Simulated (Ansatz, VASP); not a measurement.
## TaN in VASP and in Ansatz

```
CELL_PARAMETERS angstrom
2.93800 0.00000 0.00000
-1.46900 2.54438 0.00000
0.00000 0.00000 2.82534
ATOMIC_POSITIONS crystal
Ta 0.33333 0.66667 0.50000
N 0.00000 0.00000 0.00000
```

Change from the starting cell: zz strain of -2 %, PAW files.

Alike in both runs: task electric field gradients; functional LDA; k mesh 12 × 12 × 10; occupations fermi-dirac, width 0.02 eV; no spin polarisation.

```csv
,VASP,Ansatz
version,VASP 6.6.1,Ansatz 0.2.0
potentials or method,"VASP PAW LDA potentials, release 64 (Ta_sv_GW, N)","PAW with Ansatz's default frozen-core files, scalar-relativistic"
plane-wave cutoff (eV),520,420
valence electrons in the cell,18,18
```

```csv
,VASP,Ansatz,Ansatz less VASP
size of Vzz on the site where it differs most (V/Å²),16.9,31.8,+14.90
```

LDA's correlation is that of Perdew and Zunger in VASP and of Perdew and Wang (1992) in Ansatz.

Neither program's run includes spin-orbit coupling.
